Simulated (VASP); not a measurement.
# TiAl6Ni5 in VASP: a series of runs

The runs below take TiAl6Ni5 through single point, with PBE.

Program: VASP 6.6.1. These are calculated values, not measurements. Logs are shortened: lines on timing, memory, paths and dates and some standing lists are left out, and cuts for length are marked.

### Step 1. The cell of the first run

It takes space group P4/mmm (No. 123, tetragonal). Conventional cell: a = 4.209 Å, b = 4.209 Å, c = 8.930 Å, α = 90.00°, β = 90.00°, γ = 90.00°. Within 3.4 Å of Ti (site symmetry 4/mmm) lie 8 Al at 2.58 Å and 6 Ni at 2.98 Å. Within 3.4 Å of Al (site symmetry mmm) lie 8 Ni at 2.58 Å and 6 Al at 2.98 Å. Within 3.4 Å of Al (site symmetry 2mm) lie 6 Ni at 2.58 Å and 2 Ti at 2.58 Å and 6 Al at 2.98 Å. Within 3.4 Å of Ni (site symmetry 4mm) lie 8 Al at 2.58 Å and 1 Ti at 2.98 Å and 5 Ni at 2.98 Å. Ni (site symmetry 4mm) has 8 Al at 2.58 Å and 6 Ni at 2.98 Å within 3.4 Å. Ni (site symmetry 4/mmm) has 8 Al at 2.58 Å and 2 Ni at 2.98 Å and 4 Ti at 2.98 Å within 3.4 Å.

### Step 2. Single point, PBE, collinear spin, ferromagnetic start

INCAR

```
SYSTEM = TiAl6Ni5
ALGO = Normal
EDIFF = 1E-7
ENCUT = 520
GGA = PE
ISIF = 2
ISMEAR = 0
ISPIN = 2
LASPH = .TRUE.
LCHARG = .FALSE.
LMAXMIX = 4
LORBIT = 11
LREAL = .FALSE.
LWAVE = .FALSE.
MAGMOM = 0 0 0 0 0 0 0 2 2 2 2 2
NBANDS = 56
NELM = 150
PREC = Accurate
SIGMA = 0.1
```

KPOINTS

```
k-points
0
G
  4 4 2
  0 0 0
```

POSCAR

```
TiAl6Ni5
1.0
    4.2094476800      0.0000000000      0.0000000000
    0.0000000000      4.2094476800      0.0000000000
    0.0000000000      0.0000000000      8.9295870000
Ti Al Ni
1 6 5
Direct
    0.5000000000      0.5000000000      0.5000000000
    0.0000000000      0.5000000000      0.0000000000
    0.5000000000      0.0000000000      0.0000000000
    0.0000000000      0.5000000000      0.3333333300
    0.5000000000      0.0000000000      0.3333333300
    0.0000000000      0.5000000000      0.6666666700
    0.5000000000      0.0000000000      0.6666666700
    0.5000000000      0.5000000000      0.1666666700
    0.0000000000      0.0000000000      0.1666666700
    0.0000000000      0.0000000000      0.5000000000
    0.5000000000      0.5000000000      0.8333333300
    0.0000000000      0.0000000000      0.8333333300
```

Potentials or basis: VASP PAW PBE potentials, release 64 (Ti_sv, Al, Ni).

Command:

```
$ cat potpaw_PBE.64/Ti_sv/POTCAR potpaw_PBE.64/Al/POTCAR potpaw_PBE.64/Ni/POTCAR > POTCAR
$ mpirun -np 1 vasp_std > vasp.out
```

OUTCAR:

```text
SYSTEM = TiAl6Ni5
   EDIFF = 1E-7
   ENCUT = 520
   GGA = PE
   ISIF = 2
   ISMEAR = 0
   ISPIN = 2
   LASPH = .TRUE.
   LORBIT = 11
   LREAL = .FALSE.
   NELM = 150
   PREC = Accurate

 ion  position               nearest neighbor table
   1  0.500  0.500  0.500-   4 2.58   5 2.58   6 2.58   7 2.58   5 2.58   7 2.58   4 2.58   6 2.58
                             8 2.98  11 2.98  10 2.98  10 2.98  10 2.98  10 2.98
   2  0.000  0.500  0.000-   8 2.58   9 2.58  11 2.58  12 2.58   9 2.58  12 2.58   8 2.58  11 2.58
                             4 2.98   6 2.98   3 2.98   3 2.98   3 2.98   3 2.98
   3  0.500  0.000  0.000-   8 2.58   9 2.58  11 2.58  12 2.58   8 2.58  11 2.58   9 2.58  12 2.58
                             5 2.98   7 2.98   2 2.98   2 2.98   2 2.98   2 2.98
   4  0.000  0.500  0.333-   8 2.58   9 2.58   9 2.58   8 2.58   1 2.58  10 2.58   1 2.58  10 2.58
                             2 2.98   5 2.98   5 2.98   5 2.98   5 2.98   6 2.98
   5  0.500  0.000  0.333-   8 2.58   9 2.58   8 2.58   9 2.58   1 2.58   1 2.58  10 2.58  10 2.58
                             3 2.98   4 2.98   4 2.98   4 2.98   4 2.98   7 2.98
   6  0.000  0.500  0.667-  11 2.58  12 2.58  12 2.58  11 2.58  10 2.58   1 2.58   1 2.58  10 2.58
                             2 2.98   7 2.98   7 2.98   7 2.98   7 2.98   4 2.98
   7  0.500  0.000  0.667-  11 2.58  12 2.58  11 2.58  12 2.58   1 2.58   1 2.58  10 2.58  10 2.58
                             3 2.98   6 2.98   6 2.98   6 2.98   6 2.98   5 2.98
   8  0.500  0.500  0.167-   4 2.58   5 2.58   5 2.58   4 2.58   3 2.58   2 2.58   2 2.58   3 2.58
                             1 2.98   9 2.98   9 2.98   9 2.98   9 2.98  11 2.98
   9  0.000  0.000  0.167-   4 2.58   5 2.58   4 2.58   5 2.58   2 2.58   2 2.58   3 2.58   3 2.58
                            10 2.98   8 2.98   8 2.98   8 2.98   8 2.98  12 2.98
  10  0.000  0.000  0.500-   4 2.58   5 2.58   6 2.58   7 2.58   4 2.58   6 2.58   5 2.58   7 2.58
                             9 2.98  12 2.98   1 2.98   1 2.98   1 2.98   1 2.98
  11  0.500  0.500  0.833-   6 2.58   7 2.58   7 2.58   6 2.58   3 2.58   2 2.58   2 2.58   3 2.58
                             1 2.98  12 2.98  12 2.98  12 2.98  12 2.98   8 2.98
  12  0.000  0.000  0.833-   6 2.58   7 2.58   6 2.58   7 2.58   2 2.58   2 2.58   3 2.58   3 2.58
                            10 2.98  11 2.98  11 2.98  11 2.98  11 2.98   9 2.98

  LATTYP: Found a simple tetragonal cell.
 ALAT       =     4.2094476800
 C/A-ratio  =     2.1213203439

  Lattice vectors:

 A1 = (   4.2094476800,   0.0000000000,   0.0000000000)
 A2 = (   0.0000000000,   4.2094476800,   0.0000000000)
 A3 = (   0.0000000000,   0.0000000000,   8.9295870000)

Analysis of symmetry for initial positions (statically):
=====================================================================
 Subroutine PRICEL returns:
 Original cell was already a primitive cell.

 Routine SETGRP: Setting up the symmetry group for a
 simple tetragonal supercell.

 Subroutine GETGRP returns: Found 16 space group operations
 (whereof 16 operations were pure point group operations)
 out of a pool of 16 trial point group operations.

The static configuration has the point symmetry D_4h.

Analysis of symmetry for dynamics (positions and initial velocities):
=====================================================================
 Subroutine PRICEL returns:
 Original cell was already a primitive cell.

 Routine SETGRP: Setting up the symmetry group for a
 simple tetragonal supercell.

 Subroutine GETGRP returns: Found 16 space group operations
 (whereof 16 operations were pure point group operations)
 out of a pool of 16 trial point group operations.

The dynamic configuration has the point symmetry D_4h.

Analysis of structural, dynamic, and magnetic symmetry:
=====================================================================
 Subroutine PRICEL returns:
 Original cell was already a primitive cell.

 Routine SETGRP: Setting up the symmetry group for a
 simple tetragonal supercell.

 Subroutine GETGRP returns: Found 16 space group operations
 (whereof 16 operations were pure point group operations)
 out of a pool of 16 trial point group operations.

The overall configuration has the point symmetry D_4h.

 Subroutine INISYM returns: Found 16 space group operations
 (whereof 16 operations are pure point group operations),
 and found     1 'primitive' translations

----------------------------------------------------------------------------------------

                                     Primitive cell

  volume of cell :     158.2274

[... 101 lines left out ...]
   ISIF   =      2    stress and relaxation
   ISYM   =      2    0-nonsym 1-usesym 2-fastsym
   POTIM  = 0.5000    time-step for ionic-motion
   TEBEG  =    0.0;   TEEND  =   0.0 temperature during run
   PSTRESS=    0.0 pullay stress
   NELECT =      80.0000    total number of electrons
   NUPDOWN=      -1.0000    fix difference up-down
   EMIN   =  10.00;   EMAX   =-10.00  energy-range for DOS
   EFERMI =   0.00;   METHOD = LEGACY
   ISMEAR =     0;   SIGMA  =   0.10  broadening in eV -4-tet -1-fermi 0-gaus
   EFERMI_NEDOS =   21; number of points for ismear=-14 and -15
   IALGO  =     38    algorithm
   IMIX   =      4    mixing-type and parameters
     AMIX     =   0.40;   BMIX     =  1.00
     AMIX_MAG =   1.60;   BMIX_MAG =  1.00
  volume/ion in A,a.u.               =      13.19        88.98
  Fermi-wavevector in a.u.,A,eV,Ry     =   1.304200  2.464581 23.142672  1.700938
  Thomas-Fermi vector in A             =   2.435152
   LORBIT       =     11    0 simple, 1 ext, 2 COOP (PROOUT), +10 PAW based schemes
   GGA     = PE    functional components
   LHFCALC =     F    Hartree Fock is set to
   AEXX    =    0.0000 exact exchange contribution
   IVDW    =     0    specifies the selected vdW correction
   LEPSILON=     F    determine dielectric tensor
   LRPA    =     F    only Hartree local field effects (RPA)
 spin polarized calculation
 Gauss-broadening in eV      SIGMA  =   0.10
  energy-cutoff  :      520.00
  volume of cell :      158.23
 maximum number of plane-waves:      4312
 NGX is ok and might be reduce to    32
   NGX = 15   NGY = 15   NGZ = 33

 number of electron      79.9999948 magnetization      -0.0003105

 number of electron      79.9999948 magnetization       0.0007430

 Free energy of the ion-electron system (eV)
  ---------------------------------------------------
  ext. energy  EPLUGINS =         0.00000000
  ---------------------------------------------------
  free energy    TOTEN  =       -63.83003196 eV

  energy without entropy =      -63.79646333  energy(sigma->0) =      -63.81324765

 E-fermi :   9.1483     XC(G=0): -11.6500

 val. band max:        9.1276288339   @ k =   0.5000   0.5000   0.0000
 cond. band min:       9.1774849614   @ k =   0.2500   0.0000   0.0000
 fundamental gap:      0.0498561275
 Fermi energy:         9.1482781853

 spin component 1

 k-point     1 :       0.0000    0.0000    0.0000
  band No.  band energies     occupation
      1     -47.2864      1.00000
      2     -23.6899      1.00000
      3     -23.6899      1.00000
      4     -23.5343      1.00000
      5      -1.2355      1.00000
      6       0.6153      1.00000
[... 649 lines left out ...]
     51      14.7864      0.00000
     52      14.7864      0.00000
 Fermi energy:         9.1482781853

 spin component 2

 k-point     1 :       0.0000    0.0000    0.0000
  band No.  band energies     occupation
      1     -47.2860      1.00000
      2     -23.6895      1.00000
      3     -23.6895      1.00000
      4     -23.5339      1.00000
      5      -1.2355      1.00000
      6       0.6153      1.00000
[... 649 lines left out ...]
     51      14.7864      0.00000
     52      14.7864      0.00000
 [bands above 52 left out]

------------------------ aborting loop because EDIFF is reached ----------------------------------------

  FORCE on cell =-STRESS in cart. coord.  units (eV):
  Direction    XX          YY          ZZ          XY          YZ          ZX
  --------------------------------------------------------------------------------------
  -------------------------------------------------------------------------------------
  Total       -4.4985985     -4.4985985     -1.5620541      0.0000000      0.0000000      0.0000000
  in kB      -45.5518706    -45.5518706    -15.8170338      0.0000000      0.0000000      0.0000000
  external PRESSURE =     -35.6402583 kB  Pullay stress =       0.0000000 kB

 VOLUME and BASIS-vectors are now :
 -----------------------------------------------------------------------------
  energy-cutoff  :      520.00
  volume of cell :      158.23
      direct lattice vectors                 reciprocal lattice vectors
     4.209447680  0.000000000  0.000000000     0.237560857  0.000000000  0.000000000
     0.000000000  4.209447680  0.000000000     0.000000000  0.237560857  0.000000000
     0.000000000  0.000000000  8.929587000     0.000000000  0.000000000  0.111987262

 POSITION                                       TOTAL-FORCE (eV/Angst)
 -----------------------------------------------------------------------------------
      2.10472      2.10472      4.46479        -0.000000      0.000000     -0.000000
      0.00000      2.10472      0.00000        -0.000000      0.000000     -0.000000
      2.10472      0.00000      0.00000        -0.000000      0.000000     -0.000000
      0.00000      2.10472      2.97653        -0.000000      0.000000     -1.391499
      2.10472      0.00000      2.97653        -0.000000      0.000000     -1.391499
      0.00000      2.10472      5.95306        -0.000000     -0.000000      1.391499
      2.10472      0.00000      5.95306         0.000000     -0.000000      1.391499
      2.10472      2.10472      1.48826        -0.000000      0.000000      0.067039
      0.00000      0.00000      1.48826        -0.000000     -0.000000     -0.220067
      0.00000      0.00000      4.46479        -0.000000      0.000000     -0.000000
      2.10472      2.10472      7.44132        -0.000000      0.000000     -0.067039
      0.00000      0.00000      7.44132         0.000000      0.000000      0.220067
 -----------------------------------------------------------------------------------
    total drift:                                0.000000     -0.000000      0.000000

  FREE ENERGIE OF THE ION-ELECTRON SYSTEM (eV)
  ---------------------------------------------------
  free  energy   TOTEN  =       -63.8300319588 eV

  energy  without entropy=      -63.7964633337  energy(sigma->0) =      -63.81324765

 total charge

# of ion       s       p       d       tot
------------------------------------------
    1        2.201   6.147   2.144  10.492
    2        0.379   0.371   0.000   0.750
    3        0.379   0.371   0.000   0.750
    4        0.403   0.402   0.000   0.805
    5        0.403   0.402   0.000   0.805
    6        0.403   0.402   0.000   0.805
    7        0.403   0.402   0.000   0.805
    8        0.436   0.463   8.411   9.311
    9        0.447   0.402   8.470   9.320
   10        0.452   0.499   8.397   9.347
   11        0.436   0.463   8.411   9.311
   12        0.447   0.402   8.470   9.320
--------------------------------------------------
tot          6.788  10.729  44.304  61.821

 magnetization (x)

# of ion       s       p       d       tot
------------------------------------------
    1        0.000   0.000   0.000   0.000
    2       -0.000  -0.000   0.000  -0.000
    3       -0.000  -0.000   0.000  -0.000
    4        0.000   0.000   0.000   0.000
    5        0.000   0.000   0.000   0.000
    6        0.000   0.000   0.000   0.000
    7        0.000   0.000   0.000   0.000
    8       -0.000  -0.000   0.000   0.000
    9        0.000  -0.000  -0.000  -0.000
   10       -0.000  -0.000   0.000   0.000
   11       -0.000  -0.000   0.000   0.000
   12        0.000  -0.000  -0.000  -0.000
--------------------------------------------------
tot          0.000  -0.000   0.001   0.001
```

Wall time 6.4 min (1 thread of Intel Xeon Platinum 8259CL at 2.50GHz (Skylake/Cascade Lake), shared host); peak memory 0.39 GiB.

What came out:

```yaml
Free_energy: -63.8300 eV
Pressure: -3.6 GPa
Largest_force: 1.391 eV/Å
Band_gap_on_the_k_mesh: zero (filled and empty bands overlap)
Net_moment: 0.00 μB per cell
Valence_electrons_inside_the_program's_atomic_spheres: Ti 10.49; Al 0.75, 0.81; Ni 9.31, 9.32, 9.35
```

Forces on the atoms (eV/Å):
```
Ti   0.000  0.000  0.000
Al   0.000  0.000  0.000
Al   0.000  0.000  0.000
Al   0.000  0.000 -1.391
Al   0.000  0.000 -1.391
Al   0.000  0.000  1.391
Al   0.000  0.000  1.391
Ni   0.000  0.000  0.067
Ni   0.000  0.000 -0.220
Ni   0.000  0.000  0.000
Ni   0.000  0.000 -0.067
Ni   0.000  0.000  0.220
```

Levels at points of the mesh, in eV from the Fermi level:
Spin up:
| k point | band 36 | band 37 | band 38 | band 39 | band 40 | band 41 | band 42 | band 43 |
| --- | --- | --- | --- | --- | --- | --- | --- | --- |
| (0.00, 0.00, 0.00) | -0.46 | -0.46 | -0.42 | -0.14 | 0.85 | 0.85 | 1.11 | 1.40 |
| (0.50, 0.00, 0.00) | -1.20 | -1.03 | -0.41 | -0.33 | 0.41 | 0.95 | 1.10 | 1.10 |
| (0.50, 0.50, 0.00) | -1.38 | -1.38 | -0.66 | -0.62 | -0.60 | -0.53 | -0.02 | -0.02 |
| (0.00, 0.00, 0.50) | -0.81 | -0.70 | -0.41 | 0.27 | 0.51 | 0.51 | 1.40 | 1.44 |
| (0.50, 0.00, 0.50) | -0.94 | -0.91 | -0.46 | -0.46 | 0.07 | 0.52 | 1.03 | 1.48 |
| (0.50, 0.50, 0.50) | -1.38 | -1.38 | -0.80 | -0.67 | -0.60 | -0.51 | -0.13 | -0.13 |
Spin down:
| k point | band 37 | band 38 | band 39 | band 40 | band 41 | band 42 |
| --- | --- | --- | --- | --- | --- | --- |
| (0.00, 0.00, 0.00) | -0.46 | -0.42 | -0.14 | 0.85 | 0.85 | 1.11 |
| (0.50, 0.00, 0.00) | -1.03 | -0.41 | -0.33 | 0.41 | 0.95 | 1.10 |
| (0.50, 0.50, 0.00) | -1.38 | -0.66 | -0.62 | -0.60 | -0.53 | -0.02 |
| (0.00, 0.00, 0.50) | -0.70 | -0.41 | 0.27 | 0.51 | 0.51 | 1.40 |
| (0.50, 0.00, 0.50) | -0.91 | -0.46 | -0.46 | 0.07 | 0.53 | 1.03 |
| (0.50, 0.50, 0.50) | -1.38 | -0.80 | -0.67 | -0.60 | -0.51 | -0.13 |

Caveat: the k points lie up to 0.37 Å⁻¹ apart; the starting moments collapsed, and a magnetic state may lie lower; forces of over 1 eV/Å act on the atoms, so gaps and moduli don't describe the material at rest.

### Step 3. Single point, PBE

This run uses another cell than the first one, of 12.84 Å³/atom, 0.974 times its volume.

INCAR

```
SYSTEM = TiAl6Ni5
ALGO     = Fast           ! electronic algorithm
EDIFF    = 1E-6           ! SCF threshold, eV
ENCUT    = 520            ! plane-wave cutoff, eV
GGA      = PE             ! functional
ISIF     = 2              ! what is computed and relaxed
ISMEAR   = 0              ! smearing method
LASPH    = .True.         ! aspherical terms in the spheres
LCHARG   = .False.        ! write CHGCAR
LREAL    = .False.        ! projectors in reciprocal space
LWAVE    = .False.        ! write WAVECAR
NBANDS   = 52             ! bands
NELM     = 60             ! most SCF steps
PREC     = Accurate       ! precision mode
SIGMA    = 0.2            ! smearing width, eV
```

KPOINTS

```
k-points
0
Gamma
  6 6 4
  0 0 0
```

POSCAR

```
TiAl6Ni5
1.0
    4.0802379688      0.0020457544     -0.0005380101
    0.0020643533      4.0806237869      0.0003233252
   -0.0010779473      0.0006090798      9.2545609028
Ti Al Ni
1 6 5
Direct
    0.4999795340      0.5000148907      0.5000082493
   -0.0000071458      0.5000065689     -0.0000060047
    0.4999995617     -0.0000236276      0.0000004028
   -0.0000172626      0.4999277509      0.3139149893
    0.5000687912      0.0000129448      0.3139252526
   -0.0000236201      0.5000701956      0.6860772420
    0.4999556253     -0.0000074507      0.6860742122
    0.4999528676      0.5000383603      0.1605005876
    0.0000532077     -0.0000458416      0.1530526709
    0.0000833934     -0.0000695231      0.5000057916
    0.4999833205      0.4999626446      0.8394971241
   -0.0000282729      0.0001130872      0.8469494822
```

Potentials or basis: VASP PAW PBE potentials, release 64 (Ti_sv, Al, Ni).

Command:

```
$ cat potpaw_PBE.64/Ti_sv/POTCAR potpaw_PBE.64/Al/POTCAR potpaw_PBE.64/Ni/POTCAR > POTCAR
$ mpirun -np 1 vasp_std > vasp.out
```

It took 19 min on 1 thread of Intel Xeon Platinum 8259CL at 2.50GHz (Skylake/Cascade Lake), shared host; peak memory 0.59 GiB.

It converged, with:

```yaml
Free_energy: -64.4888 eV
Pressure: 0.1 GPa
Largest_force: 0.004 eV/Å
Band_gap_on_the_k_mesh: zero (band 40 reaches 10.26 eV, above the bottom of band 41 at 8.89 eV)
```

Forces in eV/Å, atoms in the order of the input:
```
Ti   0.000 -0.001 -0.001
Al   0.000  0.000  0.000
Al   0.000  0.001  0.000
Al   0.000  0.001  0.000
Al   0.000  0.000  0.000
Al   0.001  0.000  0.001
Al   0.000  0.000  0.001
Ni   0.001 -0.001 -0.003
Ni   0.000  0.000  0.003
Ni  -0.001  0.001  0.000
Ni   0.000  0.001  0.003
Ni   0.000 -0.002 -0.003
```

Levels at points of the mesh, in eV from the Fermi level:
| k point | band 36 | band 37 | band 38 | band 39 | band 40 | band 41 | band 42 | band 43 |
| --- | --- | --- | --- | --- | --- | --- | --- | --- |
| (0.00, 0.00, 0.00) | -0.50 | -0.42 | -0.41 | 0.07 | 0.73 | 1.19 | 1.20 | 1.30 |
| (0.50, 0.00, 0.00) | -1.29 | -0.77 | -0.68 | -0.27 | 0.49 | 0.65 | 1.07 | 1.21 |
| (0.00, 0.50, 0.00) | -1.29 | -0.77 | -0.68 | -0.27 | 0.49 | 0.65 | 1.07 | 1.21 |
| (0.50, 0.50, 0.00) | -1.63 | -1.62 | -0.83 | -0.81 | -0.80 | -0.64 | -0.08 | -0.08 |
| (0.00, 0.00, 0.50) | -0.69 | -0.68 | -0.02 | 0.08 | 0.47 | 0.47 | 1.04 | 1.54 |
| (0.50, 0.00, 0.50) | -1.13 | -0.80 | -0.59 | -0.38 | 0.25 | 0.29 | 1.19 | 1.42 |
| (0.00, 0.50, 0.50) | -1.13 | -0.80 | -0.59 | -0.38 | 0.25 | 0.29 | 1.19 | 1.42 |
| (0.50, 0.50, 0.50) | -1.62 | -1.62 | -1.03 | -0.88 | -0.75 | -0.63 | -0.16 | -0.15 |
